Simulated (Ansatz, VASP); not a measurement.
Two plane-wave programs on HfC

```xyz
2
Lattice="0.0000 2.4413 2.3250 2.4413 0.0000 2.3250 2.4413 2.4413 0.0000" Properties=species:S:1:pos:R:3 pbc="T T T"
Hf    2.4413    2.4413    2.3250
C     0.0000    0.0000    0.0000
```

Alike in both runs: task single point; functional PBE; k mesh 13 × 13 × 13; no spin polarisation.

|  | VASP | Ansatz |
| --- | --- | --- |
| version | VASP 6.6.1 | Ansatz 0.2.0 |
| potentials or method | VASP PAW PBE potentials, release 64 (Hf_pv, C), cutoff 520 eV | plane waves, PAW |
| occupations | methfessel-paxton of order 1, width 0.1 eV | cold, width 0.1 eV |
| valence electrons in the cell | 14 | 30 |

|  | VASP | Ansatz | Ansatz less VASP |
| --- | --- | --- | --- |
| pressure (GPa) | -18.6 | -17.8 | +0.81 |
| traceless stress, the component that is largest in VASP (GPa) | 8.91 | 8.84 | -0.075 |

VASP's potentials hold 14 valence electrons a cell and Ansatz's 30, so a difference there can come from the potentials and not from the codes.

Spin-orbit coupling is off throughout.
